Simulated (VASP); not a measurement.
A run of VASP 6.6.1:

File INCAR:

```
ALGO = Normal
EDIFF = 1E-7
EDIFFG = -0.02
ENCUT = 520
GGA = PE
IBRION = 2
ISIF = 2
ISMEAR = -1
LASPH = T
LCHARG = F
LREAL = Auto
LWAVE = F
NELECT = 154.0
NELM = 100
NSW = 90
PREC = Accurate
SIGMA = 0.01
```

KPOINTS

```
k-points
0
Gamma
  1 1 1
```

File POSCAR:

```
LiHf4Si4O16
1.0
    6.6465279200      0.0000000000      0.0000000000
    0.0000000000      6.6465279200      0.0000000000
    0.0000000000      0.0000000000      6.0147349600
Hf Si O Li
4 4 16 1
Direct
    0.0000000000      0.0000000000      0.0000000000
    0.5000000000      0.5000000000      0.5000000000
    0.0000000000      0.5000000000      0.2500000000
    0.5000000000      0.0000000000      0.7500000000
   -0.0026520900      0.4942293200      0.7505814300
    0.5000000000      0.0000000000      0.2500000000
    0.0000000000      0.0000000000      0.5000000000
    0.5011990400      0.5077537200     -0.0023702000
    0.0110374600      0.8189013700      0.3277785000
    0.5000000000      0.3158195100      0.8189105000
    0.1891833200      0.4861758900      0.5801456500
    0.6841804900      0.0000000000      0.0689105000
    0.3101748300     -0.0022826700      0.0727796400
    0.8158195100      0.5000000000      0.5689105000
    0.0000000000      0.1841804900      0.3189105000
    0.4946017800      0.6911052900      0.8218957500
    0.3147893100      0.5000632600      0.1717617600
    0.8158195100      0.0000000000      0.6810895000
    0.0102063000      0.6866992300      0.9183581300
    0.5000000000      0.1841804900      0.4310895000
    0.0000000000      0.3158195100      0.9310895000
    0.4874709200      0.8084805100      0.4288072600
    0.1906308800      0.0193954900      0.6672440000
    0.6841804900      0.5000000000      0.1810895000
    0.7731110000      0.2268890000      0.5000000000
```

Potentials or basis: VASP PAW PBE potentials, release 64 (Hf_pv, Si, O, Li_sv).

Launch:

```sh
$ cat potpaw_PBE.64/Hf_pv/POTCAR potpaw_PBE.64/Si/POTCAR potpaw_PBE.64/O/POTCAR potpaw_PBE.64/Li_sv/POTCAR > POTCAR
$ mpirun -np 1 vasp_gam > vasp.out
```

Hardware: 1 thread of Intel(R) Xeon(R) Platinum 8259CL CPU @ 2.50GHz (Skylake/Cascade Lake) (shared host).

Task: Estimate the wall time of this run.

Result: Run time: 18 min on 1 thread of Intel(R) Xeon(R) Platinum 8259CL CPU @ 2.50GHz (Skylake/Cascade Lake), with other jobs on the host, peak memory 0.36 GiB. Counts: scf iterations 280, k points 1, ion steps 32.
